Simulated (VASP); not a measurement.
Here is a VASP 6.6.1 calculation.

INCAR

```
SYSTEM = BC6
  PREC = Accurate
  ENCUT = 520
  EDIFF = 1E-7
  ISMEAR = -1
  SIGMA = 0.2482
  LREAL = .False.
  LASPH = .True.
  NELM = 60
  ALGO = Normal
  ISIF = 2
  LWAVE = .False.
  LCHARG = .False.
  GGA = PE
  NBANDS = 40
```

File KPOINTS:

```
regular mesh
0
Gamma
  5 5 5
  0 0 0
```

POSCAR

```
BC6
1.0
    4.9729980000     -0.1966600000      0.0225860000
   -0.1966600000      4.9296060000     -0.1069400000
    0.0225860000     -0.1069400000      4.8244630000
C B
12 2
Direct
    0.2089836738      0.8835151915      0.1590760564
    0.2720261271      0.2220808359      0.7240077801
    0.4458351487      0.6473712650      0.4712797175
    0.9354014618      0.5444433951      0.0307756016
    0.6927311113      0.0263610558      0.2137674463
    0.9081213604      0.6496447446      0.5283819157
    0.6675370384      0.5004077719      0.4908948619
    0.4670413394      0.8799226178      0.2773914344
    0.9445754405      0.8454975022      0.2859710474
    0.2368398252      0.9596149330      0.8670514144
    0.5414582138      0.3160523537      0.7282005123
    0.9786057595      0.7661043856      0.8413571740
    0.1848010656      0.5273735393      0.5917219719
    0.7218781276      0.2599303271      0.9997003919
```

Potentials or basis: VASP PAW PBE potentials, release 64 (C, B).

Launch:

```console
$ cat potpaw_PBE.64/C/POTCAR potpaw_PBE.64/B/POTCAR > POTCAR
$ mpirun -np 1 vasp_std > vasp.out
```

Task: What does it give for the pressure?

Result: -0.2 GPa.

Task: What does it give for the band gap on the k mesh?

Result: Zero (band 27 reaches 5.42 eV, above the bottom of band 28 at 4.85 eV).

Forces in eV/Å, atoms in the order of the input:
```
C    2.889  3.310  1.010
C    0.598  0.632 -0.024
C   -0.253  1.701 -3.171
C   -1.198  2.239 -0.486
C    4.612 -0.564 -1.345
C    4.158  3.114  0.230
C   -5.001 -2.644  4.894
C   -3.353 -2.782  3.110
C   -1.178 -0.959  0.538
C   -6.229  0.250  0.197
C    4.220 -0.798  0.904
C    0.645 -3.013 -5.195
B   -0.796 -2.554 -0.257
B    0.886  2.069 -0.403
```
